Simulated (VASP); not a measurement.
# Mn (P6_3/mmc) in VASP: notebook

Runs on Mn. Level: PBE. Tasks: single point.

Program: VASP 6.6.1. These are calculated values, not measurements. Logs are shortened: lines on timing, memory, paths and dates and some standing lists are left out, and cuts for length are marked.

### Step 1. The cell of the first run

It takes space group P6_3/mmc (No. 194, hexagonal). The conventional cell has a = 2.548 Å, b = 2.548 Å, c = 8.225 Å, α = 90.00°, β = 90.00°, γ = 120.00°. Within 3.3 Å of Mn (site symmetry -3m) lie 12 Mn at 2.53 to 2.55 Å. Within 3.3 Å of Mn (site symmetry -6m2) lie 12 Mn at 2.53 to 2.55 Å.

This isn't the form of Mn at room conditions, which is a 58-atom cubic cell.

### Step 2. Single point, PBE, collinear spin, ferrimagnetic start (11.56 Å³/atom)

Input file INCAR:

```
PREC = Accurate
ENCUT = 500
EDIFF = 1E-6
ISMEAR = -1
SIGMA = 0.05
LREAL = False
LASPH = True
NELM = 200
ALGO = Normal
ISIF = 2
LWAVE = False
LCHARG = False
ISPIN = 2
MAGMOM = 0.366 0.366 -0.316 -0.316
LORBIT = 11
LMAXMIX = 4
GGA = PE
NBANDS = 38
GGA_COMPAT = False
```

Input file KPOINTS:

```
Automatic mesh
0
Gamma
  16 16 5
```

Input file POSCAR:

```
Mn
1.0
    2.5482115358      0.0000000000      0.0000000000
   -1.2741057679      2.2068159242      0.0000000000
    0.0000000000      0.0000000000      8.2247019762
Mn
4
Direct
    1.0000000000      1.0000000000      1.0000000000
    1.0000000000      1.0000000000      0.5000000000
    0.3333333333      0.6666666667      0.2500000000
    0.6666666667      0.3333333333      0.7500000000
```

Potentials or basis: VASP PAW PBE potentials, release 64 (Mn_pv).

The run is started by

```sh
> cat potpaw_PBE.64/Mn_pv/POTCAR > POTCAR
> mpirun -np 1 vasp_std > vasp.out
```

OUTCAR:

```text
PREC = Accurate
   ENCUT = 500
   EDIFF = 1E-6
   ISMEAR = -1
   LREAL = False
   LASPH = True
   NELM = 200
   ISIF = 2
   ISPIN = 2
   LORBIT = 11
   GGA = PE

 ion  position               nearest neighbor table
   1  0.000  0.000  0.000-   3 2.53   4 2.53   3 2.53   4 2.53   4 2.53   3 2.53
   2  0.000  0.000  0.500-   3 2.53   4 2.53   3 2.53   4 2.53   4 2.53   3 2.53
   3  0.333  0.667  0.250-   1 2.53   2 2.53   1 2.53   2 2.53   1 2.53   2 2.53
   4  0.667  0.333  0.750-   1 2.53   2 2.53   1 2.53   2 2.53   1 2.53   2 2.53

  LATTYP: Found a hexagonal cell.
 ALAT       =     2.5482115358
 C/A-ratio  =     3.2276370547

  Lattice vectors:

 A1 = (   2.5482115358,   0.0000000000,   0.0000000000)
 A2 = (  -1.2741057679,   2.2068159242,   0.0000000000)
 A3 = (   0.0000000000,   0.0000000000,   8.2247019762)

Analysis of symmetry for initial positions (statically):
=====================================================================
 Subroutine PRICEL returns:
 Original cell was already a primitive cell.

 Routine SETGRP: Setting up the symmetry group for a
 hexagonal supercell.

 Subroutine GETGRP returns: Found 24 space group operations
 (whereof 12 operations were pure point group operations)
 out of a pool of 24 trial point group operations.

The static configuration has the point symmetry D_3d.
 The point group associated with its full space group is D_6h.

Analysis of symmetry for dynamics (positions and initial velocities):
=====================================================================
 Subroutine PRICEL returns:
 Original cell was already a primitive cell.

 Routine SETGRP: Setting up the symmetry group for a
 hexagonal supercell.

 Subroutine GETGRP returns: Found 24 space group operations
 (whereof 12 operations were pure point group operations)
 out of a pool of 24 trial point group operations.

The dynamic configuration has the point symmetry D_3d.
 The point group associated with its full space group is D_6h.

Analysis of structural, dynamic, and magnetic symmetry:
=====================================================================
 Subroutine PRICEL returns:
 Original cell was already a primitive cell.

 Routine SETGRP: Setting up the symmetry group for a
 hexagonal supercell.

 Subroutine GETGRP returns: Found 24 space group operations
 (whereof 12 operations were pure point group operations)
 out of a pool of 24 trial point group operations.

The overall configuration has the point symmetry D_3d.
 The point group associated with its full space group is D_6h.

 Subroutine INISYM returns: Found 24 space group operations
[... 129 lines left out ...]
   IVDW    =     0    specifies the selected vdW correction
   LEPSILON=     F    determine dielectric tensor
   LRPA    =     F    only Hartree local field effects (RPA)
 spin polarized calculation
  energy-cutoff  :      500.00
  volume of cell :       46.25
 maximum number of plane-waves:      1194
 NGX is ok and might be reduce to    20
   NGX =  9   NGY =  9   NGZ = 29

 number of electron      52.0000012 magnetization       0.0017512

 Free energy of the ion-electron system (eV)
  ---------------------------------------------------
  ext. energy  EPLUGINS =         0.00000000
  ---------------------------------------------------
  free energy    TOTEN  =       -35.59058240 eV

  energy without entropy =      -35.54322888  energy(sigma->0) =      -35.56690564

 E-fermi :   9.4240     XC(G=0): -13.5825

 val. band max:        9.4223618136   @ k =   0.2500   0.0000   0.2000
 cond. band min:       9.4283313548   @ k =   0.1250   0.0625   0.2000
 fundamental gap:      0.0059695413
 Fermi energy:         9.4239616245

 spin component 1

 k-point     1 :       0.0000    0.0000    0.0000
  band No.  band energies     occupation
      1     -38.8092      1.00000
      2     -38.5407      1.00000
      3     -38.4714      1.00000
      4     -38.2820      1.00000
      5     -38.2820      1.00000
      6     -38.2445      1.00000
[... 973 lines left out ...]
     37      18.4154      0.00000
     38      20.2443      0.00000

 [... further k-points ...]

 spin component 2

 k-point     1 :       0.0000    0.0000    0.0000
  band No.  band energies     occupation
      1     -38.8089      1.00000
      2     -38.5408      1.00000
      3     -38.4707      1.00000
      4     -38.2816      1.00000
      5     -38.2816      1.00000
      6     -38.2438      1.00000
[... 973 lines left out ...]
     37      18.4157      0.00000
     38      20.2446      0.00000

 [... further k-points ...]

------------------------ aborting loop because EDIFF is reached ----------------------------------------

  FORCE on cell =-STRESS in cart. coord.  units (eV):
  Direction    XX          YY          ZZ          XY          YZ          ZX
  --------------------------------------------------------------------------------------
  -------------------------------------------------------------------------------------
  Total       -5.3104581     -5.3104581     -5.3222201      0.0000000      0.0000000      0.0000000
  in kB     -183.9589044   -183.9589044   -184.3663482      0.0000000      0.0000000      0.0000000
  external PRESSURE =    -184.0947190 kB  Pullay stress =       0.0000000 kB

 VOLUME and BASIS-vectors are now :
 -----------------------------------------------------------------------------
  energy-cutoff  :      500.00
  volume of cell :       46.25
      direct lattice vectors                 reciprocal lattice vectors
     2.548211536  0.000000000  0.000000000     0.392432098  0.226570778  0.000000000
    -1.274105768  2.206815924  0.000000000     0.000000000  0.453141555  0.000000000
     0.000000000  0.000000000  8.224701976     0.000000000  0.000000000  0.121584953

 POSITION                                       TOTAL-FORCE (eV/Angst)
 -----------------------------------------------------------------------------------
      0.00000      0.00000      0.00000         0.000000      0.000000     -0.000000
      0.00000      0.00000      4.11235         0.000000      0.000000     -0.000000
     -0.00000      1.47121      2.05618         0.000000      0.000000      0.000000
      1.27411      0.73561      6.16853        -0.000000      0.000000     -0.000000
 -----------------------------------------------------------------------------------
    total drift:                                0.000000     -0.000000      0.000000

  FREE ENERGIE OF THE ION-ELECTRON SYSTEM (eV)
  ---------------------------------------------------
  free  energy   TOTEN  =       -35.5905824045 eV

  energy  without entropy=      -35.5432288758  energy(sigma->0) =      -35.56690564

 total charge

# of ion       s       p       d       tot
------------------------------------------
    1        0.399   6.353   5.098  11.850
    2        0.399   6.353   5.098  11.850
    3        0.399   6.355   5.088  11.841
    4        0.399   6.355   5.088  11.841
--------------------------------------------------
tot          1.595  25.416  20.372  47.384

 magnetization (x)

# of ion       s       p       d       tot
------------------------------------------
    1       -0.000   0.000   0.001   0.001
    2       -0.000   0.000   0.001   0.001
    3        0.000   0.000  -0.000  -0.000
    4        0.000   0.000  -0.000  -0.000
--------------------------------------------------
tot         -0.000   0.000   0.001   0.001
```

OSZICAR:

```text
N       E                     dE             d eps       ncg     rms          rms(c)
DAV:   1     0.618683966229E+03    0.61868E+03   -0.28183E+04 14336   0.183E+03
DAV:   2    -0.460625035154E+01   -0.62329E+03   -0.59586E+03 13746   0.523E+02
[... 12 lines left out ...]
DAV:  15    -0.355905357043E+02   -0.12445E-03   -0.33718E-03 14690   0.711E-01    0.598E-02
DAV:  16    -0.355906121568E+02   -0.76453E-04   -0.58445E-04 14894   0.215E-01    0.365E-02
DAV:  17    -0.355905848946E+02    0.27262E-04   -0.11206E-03 14720   0.414E-01    0.196E-02
DAV:  18    -0.355905840382E+02    0.85643E-06   -0.25098E-05 14402   0.446E-02    0.915E-03
DAV:  19    -0.355905827840E+02    0.12542E-05   -0.56514E-06 10198   0.280E-02    0.379E-03
DAV:  20    -0.355905824045E+02    0.37954E-06   -0.62603E-06  9602   0.267E-02
   1 F= -.35590582E+02 E0= -.35566906E+02  d E =-.473535E-01  mag=     0.0005
```

It took 3.6 min on 1 thread of AMD EPYC 9R45 (Zen 5), shared host; peak memory 0.28 GiB.

Results:

```yaml
Free_energy: -35.5906 eV
Pressure: -18.4 GPa
Band_gap_on_the_k_mesh: zero (filled and empty bands overlap)
Net_moment: 0.00 μB per cell
Valence_electrons_inside_the_program's_atomic_spheres: Mn 11.85, 11.84 (each value once)
```

Caveat: the cell stands under tension.

### Step 3. Single point, PBE, collinear spin, ferrimagnetic start (11.60 Å³/atom)

This run uses another cell than the first one, of 11.60 Å³/atom.

Input file INCAR:

```
PREC = Accurate ; ENCUT = 500
EDIFF = 1E-6 ; ISMEAR = -1
SIGMA = 0.05 ; LREAL = F
LASPH = T ; NELM = 200
ALGO = Normal ; ISIF = 2
LWAVE = F ; LCHARG = F
ISPIN = 2 ; MAGMOM = 0.417 0.417 -0.361 -0.361
LORBIT = 11 ; LMAXMIX = 4
GGA = PE ; NBANDS = 38
GGA_COMPAT = F
```

KPOINTS is that of step 2.

Input file POSCAR:

```
Mn
1.0
    2.5503680309      0.0000000000      0.0000000000
   -1.2751840154      2.2086835038      0.0000000000
    0.0000000000      0.0000000000      8.2396745998
Mn
4
Direct
    1.0000000000      0.0000000000      0.0000000000
    1.0000000000      0.0000000000      0.5000000000
    0.3333333333      0.6666666667      0.2500000000
    0.6666666667      0.3333333333      0.7500000000
```

Potentials or basis: VASP PAW PBE potentials, release 64 (Mn_pv).

The run is started by

```sh
> cat potpaw_PBE.64/Mn_pv/POTCAR > POTCAR
> mpirun -np 1 vasp_std > vasp.out
```

It took 3.4 min on 1 thread of AMD EPYC 9R45 (Zen 5), shared host; peak memory 0.28 GiB.

The run converged. Its results:

* Free energy: -35.5717 eV
* Pressure: -19.2 GPa
* Band gap on the k mesh: zero (filled and empty bands overlap)
* Net moment: 0.00 μB per cell
* Valence electrons inside the program's atomic spheres: Mn 11.84

Stress tensor (GPa, compression positive):
```
-19.07   0.00   0.00
  0.00 -19.07   0.00
  0.00   0.00 -19.37
```

Levels at points of the mesh, in eV from the Fermi level:
Spin up:
```csv
k point,band 24,band 25,band 26,band 27,band 28,band 29
"(0.00, 0.00, 0.00)",-0.67,-0.67,-0.62,-0.62,0.23,0.23
"(0.50, 0.00, 0.00)",0.11,0.12,1.21,1.56,1.57,1.65
```
Spin down:
```
           k point  band 22  band 23  band 24  band 25  band 26  band 27  band 28  band 29  band 30  band 31
(0.00, 0.00, 0.00)    -1.03    -0.90    -0.67    -0.67    -0.62    -0.62     0.23     0.23     0.61     0.63
(0.50, 0.00, 0.00)    -1.10    -0.50     0.11     0.12     1.21     1.56     1.57     1.65     1.67     1.76
```

Caveat: the cell stands under tension.
